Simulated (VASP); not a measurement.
Here is a VASP 6.6.1 calculation.

The input INCAR:

```
SYSTEM = Ge
ALGO = Fast ; EDIFF = 1E-7
ENCUT = 520 ; GGA = PS
ISIF = 2 ; ISMEAR = 0
LASPH = .True. ; LCHARG = .False.
LREAL = .False. ; LWAVE = .False.
NBANDS = 36 ; NELM = 80
PREC = Accurate ; SIGMA = 0.1
```

KPOINTS

```
k-points
0
Gamma
  18 18 8
  0 0 0
```

The input POSCAR:

```
Ge
1.0
    3.9969678618      0.0000000000      0.0000000000
   -1.9984839309      3.4614757064      0.0000000000
    0.0000000000      0.0000000000      6.8932015765
Ge
4
Direct
    0.6666666667      0.3333333333      0.0651118519
    0.3333333333      0.6666666667      0.5651118519
    0.6666666667      0.3333333333      0.4348881481
    0.3333333333      0.6666666667      0.9348881481
```

Potentials or basis: VASP PAW PBE potentials, release 64 (Ge_d).

Command:

```bash
$ cat potpaw_PBE.64/Ge_d/POTCAR > POTCAR
$ mpirun -np 1 vasp_std > vasp.out
```

(1) Predict the largest force.

(2) What does it give for the band gap on the k mesh?

(3) What does it give for the pressure?

Answers

(1) 0.005 eV/Å.

(2) zero (bands 28 and 29 overlap by 0.16 eV).

(3) -2.7 GPa.

Caveat: the cell differs from its parent crystal (strain along c alone, the other axes held: +4.5 %, then relaxed in part); the stress differs along the axes, from -6 to -1 GPa; semilocal functionals underestimate gaps, and a narrow one can read as zero; the PAW data sets were made with another functional, which shifts forces and pressure a little.
